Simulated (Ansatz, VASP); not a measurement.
One calculation of TePb, two programs

File INCAR:

```
PREC = Accurate
ENCUT = 600
EDIFF = 1E-6
ISMEAR = -1
SIGMA = 0.05
LREAL = False
LASPH = True
NELM = 100
ALGO = Normal
ISIF = 3
LWAVE = False
LCHARG = False
GGA = PS
IBRION = 2
NSW = 70
EDIFFG = -0.005
```

File KPOINTS:

```
Automatic mesh
0
Gamma
  10 10 10
```

POSCAR

```
TePb
1.0
    4.0022870000      0.0000000000      0.0000000000
    0.0000000000      4.0022870000      0.0000000000
    0.0000000000      0.0000000000      4.0022870000
Te Pb
1 1
Direct
    0.5000000000      0.5000000000      0.5000000000
    0.0000000000      0.0000000000      0.0000000000
```

Input for Ansatz:

```yaml
crystal:
  lattice:
    - [4.002287, 0.0, 0.0]
    - [0.0, 4.002287, 0.0]
    - [0.0, 0.0, 4.002287]
  atoms:
    - { symbol: Te, position: [0.5, 0.5, 0.5] }
    - { symbol: Pb, position: [0.0, 0.0, 0.0] }
kpoints:
  mp_grid: { grid: [10, 10, 10] }
scf:
  occupations: { method: fermi_dirac, width: 0.05 }
hamiltonian:
  xc: pbesol
  pseudopotentials: { kind: paw }
output:
  forces: true
  stress: true
  write_density: true
  write_potential: true
  elf: true
  volumetric_format: npy
relax:
  f_tol: 0.005
  max_steps: 50
  cell: {}
```

Alike in both runs: task relaxation of cell and atoms; functional PBEsol; k mesh 10 × 10 × 10; occupations fermi-dirac, width 0.05 eV; no spin polarisation.

|  | VASP | Ansatz |
| --- | --- | --- |
| version | VASP 6.6.1 | Ansatz 0.2.0 |
| potentials or method | VASP PAW PBE potentials, release 64 (Te, Pb_d) | PAW with Ansatz's default frozen-core files, scalar-relativistic |
| plane-wave cutoff (eV) | 600 | 420 |
| valence electrons in the cell | 20 | 30 |

|  | VASP | Ansatz | Ansatz less VASP |
| --- | --- | --- | --- |
| relaxed volume (Å³/atom) | 29.85 | 29.82 | -0.026 |
| relaxed cell length with the largest relative difference (Å) | 3.908 | 3.907 | -0.0011 |

VASP's potentials were made for PBE, not for PBEsol. VASP's potentials hold 20 valence electrons a cell and Ansatz's 30, so a difference there can come from the potentials and not from the codes.

Spin-orbit coupling is off throughout.
